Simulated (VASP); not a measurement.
# Cs4In in VASP: notebook

Runs on Cs4In. Level: PBE. Tasks: single point, relaxation of cell and atoms.

All numbers are computed with VASP 6.6.1; they aren't measurements. Logs are shortened: lines on timing, memory, paths and dates and some standing lists are left out, and cuts for length are marked.

## 1. The cell of the first run

Symmetry: I-43m, No. 217, cubic system. Conventional cell: a = 9.553 Å, b = 9.553 Å, c = 9.553 Å, α = 90.00°, β = 90.00°, γ = 90.00°. Within 5.4 Å of Cs (site symmetry 3m) lie 2 In at 4.12 to 4.15 Å and 6 Cs at 4.78 Å. Within 5.4 Å of In (site symmetry -43m) lie 8 Cs at 4.12 to 4.15 Å.

## 2. Single point, PBE

Contents of INCAR:

```
ALGO = Fast
EDIFF = 1E-6
ENCUT = 520
GGA = PE
ISIF = 2
ISMEAR = 0
LASPH = T
LCHARG = F
LREAL = F
LWAVE = F
NBANDS = 32
NELM = 100
PREC = Accurate
SIGMA = 0.1
```

Contents of KPOINTS:

```
k-points
0
Gamma
  4 4 4
```

Contents of POSCAR:

```
Cs4In
1.0
   -4.7764776013      4.7764776013      4.7764776013
    4.7764776013     -4.7764776013      4.7764776013
    4.7764776013      4.7764776013     -4.7764776013
Cs In
4 1
Direct
    0.4982825819      0.4982825819      0.4982825819
    0.5017174181      0.0000000000      0.0000000000
    0.0000000000      0.0000000000      0.5017174181
    0.0000000000      0.5017174181      0.0000000000
    0.0000000000      0.0000000000      0.0000000000
```

Potentials or basis: VASP PAW PBE potentials, release 64 (Cs_sv, In_d).

Started as:

```bash
$ cat potpaw_PBE.64/Cs_sv/POTCAR potpaw_PBE.64/In_d/POTCAR > POTCAR
$ mpirun -np 1 vasp_std > vasp.out
```

OUTCAR:

```text
EDIFF = 1E-6
   ENCUT = 520
   GGA = PE
   ISIF = 2
   ISMEAR = 0
   LASPH = T
   LREAL = F
   NELM = 100
   PREC = Accurate

 ion  position               nearest neighbor table
   1  0.498  0.498  0.498-
   2  0.502  0.000  0.000-
   3  0.000  0.000  0.502-
   4  0.000  0.502  0.000-
   5  0.000  0.000  0.000-

  LATTYP: Found a body centered cubic cell.
 ALAT       =     9.5529552026

  Lattice vectors:

 A1 = (  -4.7764776013,   4.7764776013,   4.7764776013)
 A2 = (   4.7764776013,  -4.7764776013,   4.7764776013)
 A3 = (   4.7764776013,   4.7764776013,  -4.7764776013)

Analysis of symmetry for initial positions (statically):
=====================================================================
 Subroutine PRICEL returns:
 Original cell was already a primitive cell.

 Routine SETGRP: Setting up the symmetry group for a
 body centered cubic supercell.

 Subroutine GETGRP returns: Found 24 space group operations
 (whereof 24 operations were pure point group operations)
 out of a pool of 48 trial point group operations.

The static configuration has the point symmetry T_d .

Analysis of symmetry for dynamics (positions and initial velocities):
=====================================================================
 Subroutine PRICEL returns:
 Original cell was already a primitive cell.

 Routine SETGRP: Setting up the symmetry group for a
 body centered cubic supercell.

 Subroutine GETGRP returns: Found 24 space group operations
 (whereof 24 operations were pure point group operations)
 out of a pool of 48 trial point group operations.

The dynamic configuration has the point symmetry T_d .

 Subroutine INISYM returns: Found 24 space group operations
 (whereof 24 operations are pure point group operations),
 and found     1 'primitive' translations

----------------------------------------------------------------------------------------

                                     Primitive cell

  volume of cell :     435.8963
[... 70 lines left out ...]
   ISTART =      0    job   : 0-new  1-cont  2-samecut
   ICHARG =      2    charge: 1-file 2-atom 10-const
   ISPIN  =      1    spin polarized calculation?
   LNONCOLLINEAR =      F non collinear calculations
   LSORBIT =      F    spin-orbit coupling
   LASPH  =      T    aspherical Exc in radial PAW
   ENCUT  =  520.0 eV  38.22 Ry    6.18 a.u.  15.38 15.38 15.38*2*pi/ulx,y,z
   NELM   =    100;   NELMIN=  2; NELMDL= -5     # of ELM steps
   EDIFF  = 0.1E-05   stopping-criterion for ELM
   LREAL  =      F    real-space projection
   EDIFFG = 0.1E-04   stopping-criterion for IOM
   NSW    =      0    number of steps for IOM
   IBRION =     -1    ionic relax: 0-MD 1-quasi-New 2-CG
   NFREE  =      0    steps in history (QN), initial steepest desc. (CG)
   ISIF   =      2    stress and relaxation
   ISYM   =      2    0-nonsym 1-usesym 2-fastsym
   POTIM  = 0.5000    time-step for ionic-motion
   TEBEG  =    0.0;   TEEND  =   0.0 temperature during run
   PSTRESS=    0.0 pullay stress
   NELECT =      49.0000    total number of electrons
   NUPDOWN=      -1.0000    fix difference up-down
   EMIN   =  10.00;   EMAX   =-10.00  energy-range for DOS
   EFERMI =   0.00;   METHOD = LEGACY
   ISMEAR =     0;   SIGMA  =   0.10  broadening in eV -4-tet -1-fermi 0-gaus
   EFERMI_NEDOS =   21; number of points for ismear=-14 and -15
   IALGO  =     68    algorithm
   IMIX   =      4    mixing-type and parameters
     AMIX     =   0.40;   BMIX     =  1.00
     AMIX_MAG =   1.60;   BMIX_MAG =  1.00
  volume/ion in A,a.u.               =      87.18       588.31
  Fermi-wavevector in a.u.,A,eV,Ry     =   0.790095  1.493062  8.493431  0.624250
  Thomas-Fermi vector in A             =   1.895368
   LORBIT       =      0    0 simple, 1 ext, 2 COOP (PROOUT), +10 PAW based schemes
   GGA     = PE    functional components
   LHFCALC =     F    Hartree Fock is set to
   AEXX    =    0.0000 exact exchange contribution
   IVDW    =     0    specifies the selected vdW correction
   LEPSILON=     F    determine dielectric tensor
   LRPA    =     F    only Hartree local field effects (RPA)
 non-spin polarized calculation
 RMM-DIIS sequential band-by-band and
 Gauss-broadening in eV      SIGMA  =   0.10
  energy-cutoff  :      520.00
  volume of cell :      435.90
 maximum number of plane-waves:     11849
 NGX is ok and might be reduce to    64
   NGX = 31   NGY = 31   NGZ = 31

 number of electron      49.0000002 magnetization

 Free energy of the ion-electron system (eV)
  ---------------------------------------------------
  ext. energy  EPLUGINS =         0.00000000
  ---------------------------------------------------
  free energy    TOTEN  =        -5.58015089 eV

  energy without entropy =       -5.53440822  energy(sigma->0) =       -5.55727955

 E-fermi :   1.0342     XC(G=0):  -5.9393

 val. band max:        1.0305180669   @ k =   0.2500   0.2500   0.0000
 cond. band min:       1.0423384109   @ k =   0.2500   0.0000   0.0000
 fundamental gap:      0.0118203440
 Fermi energy:         1.0342062610

 k-point     1 :       0.0000    0.0000    0.0000
  band No.  band energies     occupation
      1     -22.6452      2.00000
      2     -22.6205      2.00000
      3     -22.6205      2.00000
      4     -22.6205      2.00000
      5     -13.4778      2.00000
      6     -13.4778      2.00000
[... 269 lines left out ...]
     31       3.0323      0.00000
     32       3.0333      0.00000

------------------------ aborting loop because EDIFF is reached ----------------------------------------

  FORCE on cell =-STRESS in cart. coord.  units (eV):
  Direction    XX          YY          ZZ          XY          YZ          ZX
  --------------------------------------------------------------------------------------
  -------------------------------------------------------------------------------------
  Total        0.2530595      0.2530595      0.2530595      0.0000000      0.0000000     -0.0000000
  in kB        0.9301438      0.9301438      0.9301438      0.0000000      0.0000000     -0.0000000
  external PRESSURE =       0.9301438 kB  Pullay stress =       0.0000000 kB

 VOLUME and BASIS-vectors are now :
 -----------------------------------------------------------------------------
  energy-cutoff  :      520.00
  volume of cell :      435.90
      direct lattice vectors                 reciprocal lattice vectors
    -4.776477601  4.776477601  4.776477601     0.000000000  0.104679649  0.104679649
     4.776477601 -4.776477601  4.776477601     0.104679649  0.000000000  0.104679649
     4.776477601  4.776477601 -4.776477601     0.104679649  0.104679649  0.000000000

 POSITION                                       TOTAL-FORCE (eV/Angst)
 -----------------------------------------------------------------------------------
      2.38004      2.38004      2.38004         0.002205      0.002205      0.002205
     -2.39644      2.39644      2.39644         0.002205     -0.002205     -0.002205
      2.39644      2.39644     -2.39644        -0.002205     -0.002205      0.002205
      2.39644     -2.39644      2.39644        -0.002205      0.002205     -0.002205
      0.00000      0.00000      0.00000        -0.000000     -0.000000     -0.000000
 -----------------------------------------------------------------------------------
    total drift:                                0.000001      0.000001      0.000000

  FREE ENERGIE OF THE ION-ELECTRON SYSTEM (eV)
  ---------------------------------------------------
  free  energy   TOTEN  =        -5.5801508861 eV

  energy  without entropy=       -5.5344082216  energy(sigma->0) =       -5.55727955
```

It took 3.5 min on 1 thread of AMD EPYC 7R43 (Zen 3), shared host; peak memory 0.55 GiB.

What came out:

```
Free energy   : -5.5802 eV
Pressure      : 0.1 GPa
Largest force : 0.004 eV/Å
```

Forces on the atoms (eV/Å):
```
Cs   0.002  0.002  0.002
Cs   0.002 -0.002 -0.002
Cs  -0.002 -0.002  0.002
Cs  -0.002  0.002 -0.002
In   0.000  0.000  0.000
```

Caveat: spin-orbit coupling is left out, which moves the levels of the heavy elements.

## 3. Single point, PBE

This run uses another cell than the first one, of 89.96 Å³/atom, 1.032 times its volume.

Contents of INCAR:

```
ALGO     = Fast           # electronic algorithm
EDIFF    = 1E-6           # SCF threshold, eV
ENCUT    = 520            # plane-wave cutoff, eV
GGA      = PE             # functional
ISIF     = 2              # what is computed and relaxed
ISMEAR   = 0              # smearing method
LASPH    = True           # aspherical terms in the spheres
LCHARG   = False          # write CHGCAR
LREAL    = False          # projectors in reciprocal space
LWAVE    = False          # write WAVECAR
NBANDS   = 32             # bands
NELM     = 80             # most SCF steps
PREC     = Accurate       # precision mode
SIGMA    = 0.1            # smearing width, eV
```

Contents of KPOINTS:

```
k-points
0
Gamma
  6 6 6
```

Contents of POSCAR:

```
Cs4In
1.0
   -4.8267801078      4.8267801078      4.8267801078
    4.8267801078     -4.8267801078      4.8267801078
    4.8267801078      4.8267801078     -4.8267801078
Cs In
4 1
Direct
    0.5000000000      0.5000000000      0.5000000000
    0.5000000000      0.0000000000      0.0000000000
    0.0000000000      0.0000000000      0.5000000000
    0.0000000000      0.5000000000      0.0000000000
    0.0000000000      0.0000000000      0.0000000000
```

Potentials or basis: VASP PAW PBE potentials, release 64 (Cs_sv, In_d).

Started as:

```bash
$ cat potpaw_PBE.64/Cs_sv/POTCAR potpaw_PBE.64/In_d/POTCAR > POTCAR
$ mpirun -np 1 vasp_std > vasp.out
```

Wall time 7.4 min (1 thread of AMD EPYC 7R43 (Zen 3), shared host); peak memory 0.64 GiB.

The run converged. Its results:

* Free energy: -5.5883 eV
* Pressure: 0.0 GPa

Levels at points of the mesh, in eV from the Fermi level:
```tsv
k point	band 21	band 22	band 23	band 24	band 25	band 26	band 27	band 28	band 29	band 30
(0.00, 0.00, 0.00)	-10.25	-4.87	-1.03	0.39	0.39	0.51	0.51	0.51	1.42	1.42
(0.50, 0.00, 0.00)	-10.32	-4.68	-0.91	-0.12	-0.02	0.09	0.57	1.15	1.21	1.38
(0.50, 0.50, 0.50)	-10.30	-4.51	-0.75	-0.75	-0.75	0.63	0.63	0.75	0.75	0.75
```

Caveat: spin-orbit coupling is left out, which moves the levels of the heavy elements.

## 4. Relaxation of cell and atoms, PBE

Contents of INCAR:

```
PREC = Accurate
ENCUT = 600
EDIFF = 1E-6
ISMEAR = 0
SIGMA = 0.1
LREAL = F
LASPH = T
NELM = 100
ALGO = Fast
ISIF = 3
LWAVE = F
LCHARG = F
GGA = PE
IBRION = 2
NSW = 100
EDIFFG = -0.01
```

Contents of KPOINTS:

```
Automatic mesh
0
Gamma
  6 6 6
```

Changes to POSCAR since step 3:

```diff
@@ -2,5 +2,5 @@
 1.0
-   -4.8267801078      4.8267801078      4.8267801078
-    4.8267801078     -4.8267801078      4.8267801078
-    4.8267801078      4.8267801078     -4.8267801078
+   -4.7764776013      4.7764776013      4.7764776013
+    4.7764776013     -4.7764776013      4.7764776013
+    4.7764776013      4.7764776013     -4.7764776013
 Cs In
```

Started as:

```bash
$ cat potpaw_PBE.64/Cs_sv/POTCAR potpaw_PBE.64/In_d/POTCAR > POTCAR
$ mpirun -np 1 vasp_std > vasp.out
```

Wall time 27 min (1 thread of AMD EPYC 7R43 (Zen 3), shared host); peak memory 0.8 GiB.

Results (log left out):

```
Free energy                            : -5.5878 eV
Relaxed volume                         : 90.08 Å³/atom
Relaxed cell                           : a = 8.364 Å, b = 8.364 Å, c = 8.364 Å, α = 109.47°, β = 109.47°, γ = 109.47°
Space group after relaxing (to 0.05 Å) : Im-3m (No. 229)
Energy gained by relaxing              : 1.0 meV/atom
Ionic steps                            : 5
Pressure after relaxing                : 0.0 GPa
```

The path:
```csv
step,energy change (eV),largest force (eV/Å),pressure (GPa),volume (Å³)
1,0.0000,0.0000,0.11,435.90
2,-0.0023,0.0000,0.08,439.74
3,-0.0044,0.0000,0.03,446.08
4,-0.0032,0.0000,-0.05,458.93
5,-0.0048,0.0000,-0.01,450.38
```

Final structure:
```yaml
crystal:
  lattice:
    - [-4.82879, 4.82879, 4.82879]
    - [4.82879, -4.82879, 4.82879]
    - [4.82879, 4.82879, -4.82879]
  atoms:
    - { symbol: Cs, position: [0.50000, 0.50000, 0.50000] }
    - { symbol: Cs, position: [0.50000, 0.00000, 0.00000] }
    - { symbol: Cs, position: [0.00000, 0.00000, 0.50000] }
    - { symbol: Cs, position: [0.00000, 0.50000, 0.00000] }
    - { symbol: In, position: [0.00000, 0.00000, 0.00000] }
```

Levels at points of the mesh, in eV from the Fermi level:
| k point | band 22 | band 23 | band 24 | band 25 | band 26 | band 27 | band 28 | band 29 |
| --- | --- | --- | --- | --- | --- | --- | --- | --- |
| (0.00, 0.00, 0.00) | -4.86 | -1.03 | 0.39 | 0.39 | 0.51 | 0.51 | 0.51 | 1.42 |
| (0.50, 0.00, 0.00) | -4.68 | -0.91 | -0.12 | -0.02 | 0.09 | 0.57 | 1.15 | 1.21 |
| (0.50, 0.50, 0.50) | -4.51 | -0.75 | -0.75 | -0.75 | 0.63 | 0.63 | 0.75 | 0.75 |

Caveat: spin-orbit coupling is left out, which moves the levels of the heavy elements.

## 5. Overview

| task | cell | k mesh | cutoff (eV) | gap on the mesh (eV) | pressure (GPa) |
| --- | --- | --- | --- | --- | --- |
| single point | a = 8.273 Å, angles 109.5°, 5 atoms | 4 × 4 × 4 | 520 | none | 0.1 |
| single point | a = 8.360 Å, angles 109.5°, 5 atoms | 6 × 6 × 6 | 520 | none | 0.0 |
| relaxation of cell and atoms | relaxed from a = 8.273 Å, angles 109.5°, 5 atoms | 6 × 6 × 6 | 600 | none | 0.0 |

Alike in all rows: level PBE; potentials or basis VASP PAW PBE potentials, release 64 (Cs_sv, In_d); no spin polarisation; smearing gaussian 0.1 eV.

Caveats: spin-orbit coupling is left out, which moves the levels of the heavy elements.

Absolute energies hang on the potentials; compare differences alone.
